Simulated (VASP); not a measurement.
# Co (Pm-3m) in VASP: a series of runs, part 2 of 2

VASP 6.6.1. The steps go on from the part before.

### Step 3. Single point, PBEsol, collinear spin, ferromagnetic start (11.13 Å³/atom)

File INCAR:

```
SYSTEM = Co
PREC     = Accurate       ! precision mode
ENCUT    = 690            ! plane-wave cutoff, eV
EDIFF    = 1E-6           ! SCF threshold, eV
ISMEAR   = -1             ! smearing method
SIGMA    = 0.05           ! smearing width, eV
LREAL    = .False.        ! projectors in reciprocal space
LASPH    = .True.         ! aspherical terms in the spheres
NELM     = 200            ! most SCF steps
ALGO     = Normal         ! electronic algorithm
ISIF     = 2              ! what is computed and relaxed
LWAVE    = .False.        ! write WAVECAR
LCHARG   = .False.        ! write CHGCAR
ISPIN    = 2              ! spin polarisation
MAGMOM   = 1.754          ! initial moments
LORBIT   = 11             ! projections on sites
LMAXMIX  = 4              ! l up to which the mixer works
GGA      = PS             ! functional
NBANDS   = 18             ! bands
GGA_COMPAT= .False.
```

File KPOINTS:

```
regular mesh
0
Gamma
  15 15 15
  0 0 0
```

File POSCAR:

```
Co
1.0
    2.2326624065      0.0000000000      0.0000000000
    0.0000000000      2.2326624065      0.0000000000
    0.0000000000      0.0000000000      2.2326624065
Co
1
Direct
    0.0000000000      0.0000000000      0.0000000000
```

Potentials or basis: VASP PAW PBE potentials, release 64 (Co_sv).

Run with:

```console
$ cat potpaw_PBE.64/Co_sv/POTCAR > POTCAR
$ mpirun -np 1 vasp_std > vasp.out
```

OUTCAR:

```text
SYSTEM = Co
   PREC = Accurate
   ENCUT = 690
   EDIFF = 1E-6
   ISMEAR = -1
   LREAL = .False.
   LASPH = .True.
   NELM = 200
   ISIF = 2
   ISPIN = 2
   LORBIT = 11
   GGA = PS

 ion  position               nearest neighbor table
   1  0.000  0.000  0.000-

  LATTYP: Found a simple cubic cell.
 ALAT       =     2.2326624065

  Lattice vectors:

 A1 = (   2.2326624065,   0.0000000000,   0.0000000000)
 A2 = (   0.0000000000,   2.2326624065,   0.0000000000)
 A3 = (   0.0000000000,   0.0000000000,   2.2326624065)

Analysis of symmetry for initial positions (statically):
=====================================================================
 Subroutine PRICEL returns:
 Original cell was already a primitive cell.

 Routine SETGRP: Setting up the symmetry group for a
 simple cubic supercell.

 Subroutine GETGRP returns: Found 48 space group operations
 (whereof 48 operations were pure point group operations)
 out of a pool of 48 trial point group operations.

The static configuration has the point symmetry O_h .

Analysis of symmetry for dynamics (positions and initial velocities):
=====================================================================
 Subroutine PRICEL returns:
 Original cell was already a primitive cell.

 Routine SETGRP: Setting up the symmetry group for a
 simple cubic supercell.

 Subroutine GETGRP returns: Found 48 space group operations
 (whereof 48 operations were pure point group operations)
 out of a pool of 48 trial point group operations.

The dynamic configuration has the point symmetry O_h .

Analysis of structural, dynamic, and magnetic symmetry:
=====================================================================
 Subroutine PRICEL returns:
 Original cell was already a primitive cell.

 Routine SETGRP: Setting up the symmetry group for a
 simple cubic supercell.

 Subroutine GETGRP returns: Found 48 space group operations
 (whereof 48 operations were pure point group operations)
 out of a pool of 48 trial point group operations.

The overall configuration has the point symmetry O_h .

 Subroutine INISYM returns: Found 48 space group operations
[... 130 lines left out ...]
 NGX is ok and might be reduce to    20
   NGX =  9   NGY =  9   NGZ =  9

 number of electron      17.0000004 magnetization       1.5524943

 Free energy of the ion-electron system (eV)
  ---------------------------------------------------
  ext. energy  EPLUGINS =         0.00000000
  ---------------------------------------------------
  free energy    TOTEN  =        -6.91876874 eV

  energy without entropy =       -6.90686812  energy(sigma->0) =       -6.91281843

 E-fermi :  11.6904     XC(G=0): -13.8348

 val. band max:       11.6845684695   @ k =   0.4667   0.3333   0.0000
 cond. band min:      11.6904439069   @ k =   0.4000   0.1333   0.1333
 fundamental gap:      0.0058754375
 Fermi energy:        11.6904187336

 spin component 1

 k-point     1 :       0.0000    0.0000    0.0000
  band No.  band energies     occupation
      1     -84.2142      1.00000
      2     -47.3263      1.00000
      3     -47.3263      1.00000
      4     -47.3263      1.00000
      5       2.6212      1.00000
      6       6.9298      1.00000
[... 493 lines left out ...]
     17      48.1199      0.00000
     18      49.8814      0.00000

 [... further k-points ...]

 spin component 2

 k-point     1 :       0.0000    0.0000    0.0000
  band No.  band energies     occupation
      1     -82.3629      1.00000
      2     -45.5079      1.00000
      3     -45.5079      1.00000
      4     -45.5079      1.00000
      5       2.8063      1.00000
      6       8.0242      1.00000
[... 493 lines left out ...]
     17      48.5656      0.00000
     18      50.0855      0.00000

 [... further k-points ...]

------------------------ aborting loop because EDIFF is reached ----------------------------------------

  FORCE on cell =-STRESS in cart. coord.  units (eV):
  Direction    XX          YY          ZZ          XY          YZ          ZX
  --------------------------------------------------------------------------------------
  -------------------------------------------------------------------------------------
  Total        0.9580180      0.9580180      0.9580180      0.0000000     -0.0000000      0.0000000
  in kB      137.9161277    137.9161277    137.9161277      0.0000000     -0.0000000      0.0000000
  external PRESSURE =     137.9161277 kB  Pullay stress =       0.0000000 kB

 VOLUME and BASIS-vectors are now :
 -----------------------------------------------------------------------------
  energy-cutoff  :      690.00
  volume of cell :       11.13
      direct lattice vectors                 reciprocal lattice vectors
     2.232662406  0.000000000  0.000000000     0.447895749  0.000000000  0.000000000
     0.000000000  2.232662406  0.000000000     0.000000000  0.447895749  0.000000000
     0.000000000  0.000000000  2.232662406     0.000000000  0.000000000  0.447895749

 POSITION                                       TOTAL-FORCE (eV/Angst)
 -----------------------------------------------------------------------------------
      0.00000      0.00000      0.00000         0.000000      0.000000      0.000000
 -----------------------------------------------------------------------------------
    total drift:                                0.000000      0.000000      0.000000

  FREE ENERGIE OF THE ION-ELECTRON SYSTEM (eV)
  ---------------------------------------------------
  free  energy   TOTEN  =        -6.9187687382 eV

  energy  without entropy=       -6.9068681238  energy(sigma->0) =       -6.91281843

 total charge

# of ion       s       p       d       tot
------------------------------------------
    1        2.280   6.113   6.780  15.173

 magnetization (x)

# of ion       s       p       d       tot
------------------------------------------
    1        0.006   0.003   1.538   1.547
```

OSZICAR:

```text
N       E                     dE             d eps       ncg     rms          rms(c)
DAV:   1     0.184967691852E+03    0.18497E+03   -0.10222E+04 10316   0.300E+03
DAV:   2    -0.765227822469E+00   -0.18573E+03   -0.17312E+03 11874   0.613E+02
DAV:   3    -0.780343275271E+01   -0.70382E+01   -0.69133E+01 11682   0.124E+02
DAV:   4    -0.789680169958E+01   -0.93369E-01   -0.93326E-01 11578   0.114E+01
DAV:   5    -0.789936480298E+01   -0.25631E-02   -0.25630E-02 11230   0.169E+00    0.118E+01
DAV:   6    -0.718538026479E+01    0.71398E+00   -0.32190E+00  9692   0.692E+01    0.945E+00
DAV:   7    -0.692739076248E+01    0.25799E+00   -0.59023E-01 10064   0.285E+01    0.350E+00
DAV:   8    -0.692226904573E+01    0.51217E-02   -0.10406E-02 11180   0.192E+00    0.143E+00
DAV:   9    -0.691886267836E+01    0.34064E-02   -0.15887E-03 12710   0.117E+00    0.347E-01
DAV:  10    -0.691875393446E+01    0.10874E-03   -0.38441E-04 11538   0.569E-01    0.569E-02
DAV:  11    -0.691876613077E+01   -0.12196E-04   -0.25196E-05 11496   0.102E-01    0.285E-02
DAV:  12    -0.691876879241E+01   -0.26616E-05   -0.31791E-06 10028   0.296E-02    0.133E-02
DAV:  13    -0.691876873821E+01    0.54205E-07   -0.17277E-07  5334   0.981E-03
   1 F= -.69187687E+01 E0= -.69128184E+01  d E =-.119006E-01  mag=     1.5529
```

It took 46 s on 1 thread of Intel Xeon Platinum 8259CL at 2.50GHz (Skylake/Cascade Lake), shared host; peak memory 0.17 GiB.

Results:

* Free energy: -6.9188 eV
* Pressure: 13.8 GPa
* Net moment: 1.55 μB per cell
* Site moments: Co +1.55 μB
* Valence electrons inside the program's atomic spheres: Co 15.17

Caveat: the cell stands under pressure; the PAW data sets were made with another functional, which shifts forces and pressure a little.
